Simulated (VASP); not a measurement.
A run of VASP 6.6.1 is set up as follows.

File POSCAR:

```
Sb
1.0
   -1.8713408863      1.8713408863      1.8713408863
    1.8713408863     -1.8713408863      1.8713408863
    1.8713408863      1.8713408863     -1.8713408863
Sb
1
Direct
    0.0000000000      0.0000000000      0.0000000000
```

Contents of INCAR.step1:

```
SYSTEM = Sb
PREC     = Accurate       ! precision mode
ENCUT    = 500            ! plane-wave cutoff, eV
EDIFF    = 1E-5           ! SCF threshold, eV
ISMEAR   = -1             ! smearing method
SIGMA    = 0.05           ! smearing width, eV
LREAL    = .False.        ! projectors in reciprocal space
LASPH    = .True.         ! aspherical terms in the spheres
NELM     = 120            ! most SCF steps
ALGO     = Normal         ! electronic algorithm
LWAVE    = .True.         ! write WAVECAR
LCHARG   = .False.        ! write CHGCAR
GGA      = PE             ! functional
NBANDS   = 14             ! bands
GGA_COMPAT= .False.      
IBRION   = 2              ! ionic algorithm
ISIF     = 3              ! what is computed and relaxed
EDIFFG   = -0.005         ! ionic threshold
NELMIN   = 4            
NSW      = 100            ! ionic steps
```

File INCAR.step2:

```
SYSTEM = Sb
PREC     = Accurate       ! precision mode
ENCUT    = 500            ! plane-wave cutoff, eV
EDIFF    = 1E-7           ! SCF threshold, eV
ISMEAR   = -1             ! smearing method
SIGMA    = 0.05           ! smearing width, eV
LREAL    = .False.        ! projectors in reciprocal space
LASPH    = .True.         ! aspherical terms in the spheres
NELM     = 120            ! most SCF steps
ALGO     = Normal         ! electronic algorithm
ISIF     = 3              ! what is computed and relaxed
LWAVE    = .False.        ! write WAVECAR
LCHARG   = .False.        ! write CHGCAR
GGA      = PS             ! functional
LHFCALC  = .True.         ! exact exchange
AEXX     = 0.25           ! exact-exchange fraction
HFSCREEN = 0.207          ! screening, 1/A
PRECFOCK = Normal       
IBRION   = 2              ! ionic algorithm
NSW      = 60             ! ionic steps
EDIFFG   = -0.01          ! ionic threshold
ISTART   = 1            
GGA_COMPAT= .False.      
NELMIN   = 4
```

Contents of KPOINTS:

```
Automatic mesh
0
Gamma
  5 5 5
  0 0 0
```

Potentials or basis: VASP PAW PBE potentials, release 64 (Sb_d_GW).

Command:

```bash
$ cat potpaw_PBE.64/Sb_d_GW/POTCAR > POTCAR
$ cp INCAR.step1 INCAR
$ mpirun -np 1 vasp_std > vasp.out
$ cp INCAR.step2 INCAR
$ mpirun -np 1 vasp_std > vasp.out
```

(1) Predict the relaxed cell.

(2) Predict the relaxed volume.

(3) What does it give for the space group after relaxing (to 0.1 Å)?

(4) Estimate the band gap on the k mesh.

Results:

(1) a = 3.196 Å, b = 3.196 Å, c = 3.196 Å, α = 109.47°, β = 109.47°, γ = 109.47°.

(2) 25.14 Å³/atom.

(3) Im-3m (No. 229).

(4) zero (an odd number of electrons rules out a gap without spin polarisation).

Caveat: the k points lie up to 0.48 Å⁻¹ apart in the final cell, too coarse for converged energies and pressures of a metal; the PAW data sets were made with another functional, which shifts forces and pressure a little; spin-orbit coupling is left out, which moves the levels of the heavy elements; an odd number of electrons without spin polarisation forces a metal; a magnetic or distorted state may lie lower.
